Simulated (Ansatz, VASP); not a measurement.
**CaO: VASP beside Ansatz**

The input POSCAR:

```
CaO
1.0
    0.0000000000      2.3975501144      2.3723758382
    2.3975501144      0.0000000000      2.3723758382
    2.3975501144      2.3975501144      0.0000000000
Ca O
1 1
Direct
    0.0000000000      0.0000000000      0.0000000000
    0.5000000000      0.5000000000      0.5000000000
```

File INCAR.step1:

```
PREC = Accurate
ENCUT = 520
ISMEAR = 0
SIGMA = 0.01
LREAL = False
LASPH = True
NELM = 100
NBANDS = 15
GGA = PE
ALGO = Normal
EDIFF = 1E-4
LWAVE = True
LCHARG = False
```

INCAR.step2

```
PREC = Accurate
ENCUT = 520
EDIFF = 1E-7
ISMEAR = 0
SIGMA = 0.01
LREAL = False
LASPH = True
NELM = 100
ALGO = Normal
ISIF = 2
LWAVE = False
LCHARG = False
METAGGA = R2SCAN
LMIXTAU = True
NBANDS = 15
ISTART = 1
```

The input KPOINTS:

```
Automatic mesh
0
Gamma
  10 10 10
```

Input for Ansatz:

```yaml
crystal:
  lattice:
    - [0.0, 2.3975501144, 2.3723758382]
    - [2.3975501144, 0.0, 2.3723758382]
    - [2.3975501144, 2.3975501144, 0.0]
  atoms:
    - { symbol: Ca, position: [0.0, 0.0, 0.0] }
    - { symbol: O, position: [0.5, 0.5, 0.5] }
kpoints:
  mp_grid: { grid: [10, 10, 10] }
  band_path:
    path:
      - [0.0, 0.0, 0.0]
      - [0.5, 0.0, 0.5]
      - [0.625, 0.25, 0.625]
      - [0.375, 0.375, 0.75]
      - [0.5, 0.5, 0.5]
      - [0.5, 0.25, 0.75]
    npoints: 1
hamiltonian:
  xc: r2scan
scf:
  occupations: { method: fixed }
  n_extra_bands: 4
output:
  forces: true
  stress: true
  eigenvalues: true
```

Change from the starting cell: uniaxial_z strain -1.1%.

Alike in both runs: task single point; functional r2SCAN; k mesh 10 × 10 × 10; no spin polarisation.

```csv
,VASP,Ansatz
version,VASP 6.6.1,Ansatz 0.2.0
potentials or method,"VASP PAW PBE potentials, release 64 (Ca_sv, O)","plane waves, PAW"
plane-wave cutoff (eV),520,500
occupations,"gaussian, width 0.01 eV",fixed
valence electrons in the cell,16,16
```

|  | VASP | Ansatz | Ansatz less VASP |
| --- | --- | --- | --- |
| gap on the k mesh at the Fermi level (eV) | 4.14 | 4.15 | +0.014 |
| pressure (GPa) | 2.4 | 1.3 | -1.13 |
| traceless stress, the component that is largest in VASP (GPa) | 1.40 | 1.31 | -0.094 |

VASP's potentials were made for PBE, not for r2SCAN.
